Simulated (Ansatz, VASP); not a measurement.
## Si12HO24 in VASP and in Ansatz

```
Si O H
1.0
     9.83160    0.00000    0.00000
    -4.91580    8.51442    0.00000
     0.00000    0.00000   10.81820
Si O H
24 48 2
Direct
  0.27301 0.99824 0.16481
  0.99824 0.27301 0.33519
  0.23341 0.22946 0.99608
  0.26504 0.99936 0.66326
  0.99936 0.26504 0.83674
  0.22946 0.23341 0.50392
  0.26985 0.49961 0.16281
  0.99957 0.75609 0.33252
  0.23982 0.73713 0.99740
  0.26625 0.49730 0.67305
  0.00311 0.77183 0.83661
  0.22796 0.72533 0.50248
  0.75609 0.99957 0.16748
  0.49961 0.26985 0.33719
  0.72533 0.22796 0.99752
  0.77183 0.00311 0.66339
  0.49730 0.26625 0.82695
  0.73713 0.23982 0.50260
  0.76153 0.49646 0.16629
  0.49646 0.76153 0.33371
  0.73574 0.73861 0.00271
  0.76829 0.50354 0.66924
  0.50354 0.76829 0.83076
  0.73861 0.73574 0.49729
  0.06639 0.21126 0.44660
  0.30063 0.36696 0.10080
  0.13893 0.43028 0.27233
  0.21126 0.06639 0.05340
  0.36696 0.30063 0.39920
  0.43028 0.13893 0.22767
  0.06398 0.19774 0.94606
  0.28992 0.35722 0.61786
  0.13917 0.43239 0.78548
  0.19774 0.06398 0.55394
  0.35722 0.28992 0.88214
  0.43239 0.13917 0.71452
  0.06122 0.69366 0.44697
  0.31284 0.87101 0.10457
  0.14323 0.91282 0.27327
  0.20931 0.57196 0.05509
  0.35513 0.78149 0.39082
  0.43435 0.63217 0.22304
  0.07328 0.71195 0.94673
  0.29224 0.86146 0.60791
  0.13951 0.93477 0.77674
  0.20138 0.56318 0.56346
  0.36369 0.79451 0.88304
  0.43515 0.63395 0.72376
  0.57196 0.20931 0.44491
  0.78149 0.35513 0.10918
  0.63217 0.43435 0.27696
  0.69366 0.06122 0.05303
  0.87101 0.31284 0.39543
  0.91282 0.14323 0.22673
  0.56318 0.20138 0.93654
  0.79451 0.36369 0.61696
  0.63395 0.43515 0.77624
  0.71195 0.07328 0.55327
  0.86146 0.29224 0.89209
  0.93477 0.13951 0.72326
  0.57238 0.70666 0.44281
  0.79408 0.86722 0.11425
  0.62509 0.92948 0.27633
  0.70666 0.57238 0.05719
  0.86722 0.79408 0.38575
  0.92948 0.62509 0.22367
  0.57194 0.71097 0.94383
  0.80261 0.86838 0.60575
  0.63905 0.93184 0.77149
  0.71097 0.57194 0.55617
  0.86838 0.80261 0.89425
  0.93184 0.63905 0.72851
  0.16311 0.14154 0.27953
  0.14154 0.16311 0.22047
```

Alike in both runs: functional PBE; dispersion D3(BJ); k mesh 1 × 1 × 1; occupations gaussian, width 0.02 eV; no spin polarisation.

Ansatz relaxed the structure, and its values are those at the end. VASP's run is a single point on that final structure, the one shown.

```csv
,VASP,Ansatz
version,VASP 6.6.1,Ansatz 0.2.0
potentials or method,"VASP PAW PBE potentials, release 64 (Si, O, H)","scalar-relativistic, plane waves, PAW"
plane-wave cutoff (eV),520,420
valence electrons in the cell,386,386
```

VASP gave:

| Property | Result |
| --- | --- |
| gap on the k mesh at the Fermi level (eV) | 5.87 |
| least direct gap on the mesh (eV) | 5.87 |
| rms of the force components (eV/Å) | 0.008 |

Problem. Which values does Ansatz return?

Solution. gap on the k mesh at the Fermi level (eV): 5.88; least direct gap on the mesh (eV): 5.88; rms of the force components (eV/Å): 0.001.
